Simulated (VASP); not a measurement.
AlNi: relaxation of cell and atoms with PBEsol+D4

The system is AlNi.

```
Ni Al
1.0
     2.88100    0.00000    0.00000
     0.00000    2.88100    0.00000
     0.00000    0.00000    2.88100
Ni Al
1 1
Direct
  0.50000 0.50000 0.50000
  0.00000 0.00000 0.00000
```

```yaml
Program: VASP 6.6.1
Task: relaxation of cell and atoms
Functional: PBEsol
Dispersion: D4
Potentials_or_basis: VASP PAW PBE potentials, release 64 (Ni, Al)
Cutoff: 600 eV
k_mesh: 9 × 9 × 9
Occupations: fermi-dirac, width 0.05 eV
Spin: collinear spin, ferromagnetic start
Starting_moments: "[1.0, 0.0] μB"
Dipole_correction: no
Further_INCAR_settings: ALGO = Normal; EDIFF = 1e-06; IBRION = 2; EDIFFG = -0.02; NSW = 80; ISIF = 3
```

```json
{"Relaxed volume": "11.51 Å³/atom", "Relaxed cell": "a = 2.845 Å, b = 2.845 Å, c = 2.845 Å, α = 90.00°, β = 90.00°, γ = 90.00°", "Space group after relaxing (to 0.1 Å)": "Pm-3m (No. 221)", "Energy gained by relaxing": "9.1 meV/atom", "Ionic steps": "3", "Pressure after relaxing": "0.0 GPa", "Net moment": "0.00 μB per cell", "Valence electrons inside the program's atomic spheres": "Ni 9.55; Al 0.82", "Dispersion energy per atom": "-0.264 eV"}
```

The path:
```
step  energy change (eV)  largest force (eV/Å)  pressure (GPa)  volume (Å³)
   1              0.0000                0.0000           -6.27        23.91
   2             -0.0060                0.0000            5.87        22.33
   3             -0.0182                0.0000           -0.03        23.02
```

Final structure:
```yaml
crystal:
  lattice:
    - [2.84471, 0.00000, 0.00000]
    - [0.00000, 2.84471, 0.00000]
    - [0.00000, 0.00000, 2.84471]
  atoms:
    - { symbol: Ni, position: [0.50000, 0.50000, 0.50000] }
    - { symbol: Al, position: [0.00000, 0.00000, 0.00000] }
```

Levels at points of the mesh, in eV from the Fermi level:
Spin up:
| k point | band 3 | band 4 | band 5 | band 6 | band 7 | band 8 | band 9 | band 10 |
| --- | --- | --- | --- | --- | --- | --- | --- | --- |
| (0.00, 0.00, 0.00) | -3.45 | -1.65 | -1.65 | -1.65 | 5.65 | 5.65 | 5.65 | 8.25 |
Spin down:
| k point | band 3 | band 4 | band 5 | band 6 | band 7 | band 8 | band 9 | band 10 |
| --- | --- | --- | --- | --- | --- | --- | --- | --- |
| (0.00, 0.00, 0.00) | -3.45 | -1.65 | -1.65 | -1.65 | 5.65 | 5.65 | 5.65 | 8.25 |

Wall time 110 s on 1 thread of AMD EPYC 7R13, on a shared host, peak memory 0.13 GiB.

Caveat: the PAW data sets were made with another functional, which shifts forces and pressure a little.
